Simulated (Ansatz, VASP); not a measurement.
AlN: VASP beside Ansatz

Contents of INCAR:

```
PREC = Accurate ; ENCUT = 520
EDIFF = 1E-6 ; ISMEAR = 0
SIGMA = 0.05 ; LREAL = False
LASPH = True ; NELM = 80
ALGO = Normal ; ISIF = 2
LWAVE = False ; LCHARG = False
GGA = PE ; NBANDS = 16
```

Contents of KPOINTS:

```
Automatic mesh
0
Gamma
  12 12 6
```

The input POSCAR:

```
AlN
1.0
    3.1110021516      0.0000000000      0.0000000000
   -1.5555010758      2.6942068945      0.1178715516
    0.0000000000      0.2177875000      4.9780000000
Al N
2 2
Direct
    0.3333333333      0.6666666667      0.0000000000
    0.6666666667      0.3333333333      0.5000000000
    0.3333333333      0.6666666667      0.3850000000
    0.6666666667      0.3333333333      0.8850000000
```

Input for Ansatz:

```yaml
crystal:
  lattice:
    - [3.1110021516, 0.0, 0.0]
    - [-1.5555010758, 2.6942068945, 0.1178715516]
    - [0.0, 0.2177875, 4.978]
  atoms:
    - { symbol: Al, position: [0.3333333333, 0.6666666667, 0.0] }
    - { symbol: Al, position: [0.6666666667, 0.3333333333, 0.5] }
    - { symbol: "N", position: [0.3333333333, 0.6666666667, 0.385] }
    - { symbol: "N", position: [0.6666666667, 0.3333333333, 0.885] }
basis:
  ecutwfc: 420
kpoints:
  mp_grid: { grid: [12, 12, 6] }
hamiltonian:
  xc: pbe
scf:
  occupations: { method: gaussian, width: 0.05 }
output:
  forces: true
  stress: true
  eigenvalues: true
```

Change from the starting cell: strain +0.0875 x Voigt [0, 0, 0, 1, 0, 0], atoms carried along.

Alike in both runs: task single point; functional PBE; k mesh 12 × 12 × 6; occupations gaussian, width 0.05 eV; no spin polarisation.

```csv
,VASP,Ansatz
version,VASP 6.6.1,Ansatz 0.2.0
potentials or method,"VASP PAW PBE potentials, release 64 (Al, N), cutoff 520 eV","scalar-relativistic, plane waves, PAW"
valence electrons in the cell,16,16
```

|  | VASP | Ansatz | Ansatz less VASP |
| --- | --- | --- | --- |
| gap on the k mesh at the Fermi level (eV) | 3.95 | 3.94 | -0.009 |
| least direct gap on the mesh (eV) | 3.95 | 3.94 | -0.009 |
| pressure (GPa) | 4.4 | 4.6 | +0.26 |
| traceless stress, the component that is largest in VASP (GPa) | -11.31 | -11.24 | +0.066 |
| rms of the force components (eV/Å) | 0.313 | 0.312 | -0.0017 |

Atom by atom the forces differ by 0.002 eV/Å (rms over components).
